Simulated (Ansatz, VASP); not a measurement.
# CdSe in VASP and in Ansatz

Contents of POSCAR:

```
CdSe
1.0
    4.3617422409      0.0000000000      0.0000000000
   -2.1808711205      3.7773795854      0.0000000000
    0.0000000000      0.0000000000      7.0461775010
Cd Se
2 2
Direct
    0.3333333333      0.6666666667      0.0035370966
    0.6666666667      0.3333333333      0.5035370966
    0.3333333333      0.6666666667      0.3814629034
    0.6666666667      0.3333333333      0.8814629034
```

File INCAR.step1:

```
PREC = Accurate
ENCUT = 520
ISMEAR = 0
SIGMA = 0.01
LREAL = F
LASPH = T
NELM = 80
NBANDS = 26
GGA = PE
ALGO = Normal
EDIFF = 1E-4
LWAVE = T
LCHARG = F
```

INCAR.step2

```
PREC = Accurate
ENCUT = 520
EDIFF = 1E-7
ISMEAR = 0
SIGMA = 0.01
LREAL = F
LASPH = T
NELM = 80
ALGO = Normal
ISIF = 2
LWAVE = F
LCHARG = F
METAGGA = R2SCAN
LMIXTAU = T
NBANDS = 26
ISTART = 1
```

The input KPOINTS:

```
Automatic mesh
0
Gamma
  6 6 4
```

Input for Ansatz:

```yaml
crystal:
  lattice:
    - [4.36174224092, 0.0, 0.0]
    - [-2.18087112046, 3.7773795854, 0.0]
    - [0.0, 0.0, 7.04617750098]
  atoms:
    - { symbol: Cd, position: [0.333333333333, 0.666666666667, 0.003537096638] }
    - { symbol: Cd, position: [0.666666666667, 0.333333333333, 0.503537096638] }
    - { symbol: Se, position: [0.333333333333, 0.666666666667, 0.381462903362] }
    - { symbol: Se, position: [0.666666666667, 0.333333333333, 0.881462903362] }
kpoints:
  mp_grid: { grid: [6, 6, 4] }
scf:
  occupations: { method: fixed }
  convergence: { dr2_threshold: 1.0e-10 }
hamiltonian:
  xc: r2scan
  pseudopotentials: { kind: paw }
output:
  forces: true
  stress: true
  eigenstates:
    kpoints:
      - [0.0, 0.0, 0.0]
      - [0.0, 0.0, -0.5]
      - [-0.5, 0.0, 0.0]
      - [-0.5, 0.5, 0.0]
      - [0.0, -0.5, 0.0]
      - [-0.5, 0.0, -0.5]
      - [-0.5, 0.5, -0.5]
      - [0.0, -0.5, -0.5]
  eigenvalues: true
```

Change from the starting cell: film at in-plane strain +0.005.

Alike in both runs: task single point; functional r2SCAN; k mesh 6 × 6 × 4; no spin polarisation.

|  | VASP | Ansatz |
| --- | --- | --- |
| version | VASP 6.6.1 | Ansatz 0.2.0 |
| potentials or method | VASP PAW PBE potentials, release 64 (Cd, Se) | PAW with Ansatz's default frozen-core files, scalar-relativistic |
| plane-wave cutoff (eV) | 520 | 500 |
| occupations | gaussian, width 0.01 eV | fixed |
| valence electrons in the cell | 36 | 72 |

VASP gave:

```
gap on the k mesh at the Fermi level (eV)                     : 1.10
pressure (GPa)                                                : 0.0
traceless stress, the component that is largest in VASP (GPa) : 0.27
```

Task: Estimate Ansatz's values.

Result: gap on the k mesh at the Fermi level (eV): 1.11; pressure (GPa): -0.3; traceless stress, the component that is largest in VASP (GPa): 0.27.

VASP's potentials were made for PBE, not for r2SCAN. VASP's potentials hold 36 valence electrons a cell and Ansatz's 72, so a difference there can come from the potentials and not from the codes.
